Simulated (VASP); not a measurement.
Be:

```
Be
1.0
     2.71813    0.00000    0.00000
    -1.35907    2.35397    0.00000
     0.00000    0.00000    8.87735
Be
8
Direct
  0.00000 0.00000 0.09375
  0.00000 0.00000 0.59375
  0.00000 0.00000 0.40625
  0.00000 0.00000 0.90625
  0.33333 0.66667 0.15625
  0.66667 0.33333 0.65625
  0.33333 0.66667 0.34375
  0.66667 0.33333 0.84375
```

```yaml
Program: VASP 6.6.1
Task: relaxation of cell and atoms
Functional: PBE
Potentials_or_basis: VASP PAW PBE potentials, release 64 (Be)
Cutoff: 600 eV
k_mesh: 9 × 9 × 2
Occupations: gaussian, width 0.1 eV
Spin: no spin polarisation
```

At the start: pressure 104.0 GPa; volume 7.10 Å³/atom.

Q: Where does the relaxation end?

A: Over 53 steps the energy falls by 2486.4 meV/atom and the volume is 11.10 Å³/atom (+56.3 %); space group P6/mmm (No. 191, to 0.05 Å).

Step by step:
```
step  energy change (eV)  largest force (eV/Å)  pressure (GPa)  volume (Å³)
   1              0.0000                0.8135          104.01        56.80
   3            -11.4223                0.1820            2.39       110.74
   5            -11.4622                0.1771           -0.15       116.88
   7            -11.5034                0.2073            0.22       115.54
   9            -11.5584                0.4288           -0.12       115.85
  11            -12.6671                1.4473           -4.43       116.75
  13             -4.9965                3.9838           14.81       100.91
  15            -13.6210                5.7304           -3.99       112.34
  17            -13.6843                5.5225           -4.40       112.92
  19            -13.6952                5.5219           -4.44       112.97
  21            -13.7168                5.5164           -4.55       113.16
  23            -13.7654                5.4447           -4.65       113.14
  25            -13.9778                5.1283           -5.08       113.03
  27            -14.7257                3.9561           -6.62       112.57
  29            -16.3869                1.2138          -10.44       110.74
  31            -16.5844                1.3537          -11.06       109.73
  33            -17.3584                1.1252           -9.72       102.17
  35            -17.3810                1.2084           16.14        71.84
  37            -18.2946                0.9730           -0.54        84.29
  39            -18.6674                0.9333            6.10        78.25
  41            -18.9469                0.7018            6.01        78.74
  43            -19.5985                0.3498           -0.80        87.23
  45            -19.7508                0.3500           -3.51        92.83
  47            -19.8598                0.1107           -2.33        91.91
  49            -19.8706                0.2372           -1.59        91.10
  51            -19.8872                0.0853           -0.05        89.40
  53            -19.8915                0.0274            0.20        88.78
```

Final structure:
```
CELL_PARAMETERS angstrom
3.53963 0.00000 0.00000
-1.76982 3.06541 0.00000
0.00000 0.00000 8.18174
ATOMIC_POSITIONS crystal
Be 0.00000 0.00000 0.11760
Be 0.00000 0.00000 0.61760
Be 0.00000 0.00000 0.38240
Be 0.00000 0.00000 0.88240
Be 0.33333 0.66667 0.00186
Be 0.66667 0.33333 0.50186
Be 0.33333 0.66667 0.49814
Be 0.66667 0.33333 0.99814
```

Caveat: the volume moved by over 15 % at a fixed basis, so the end points are rough.
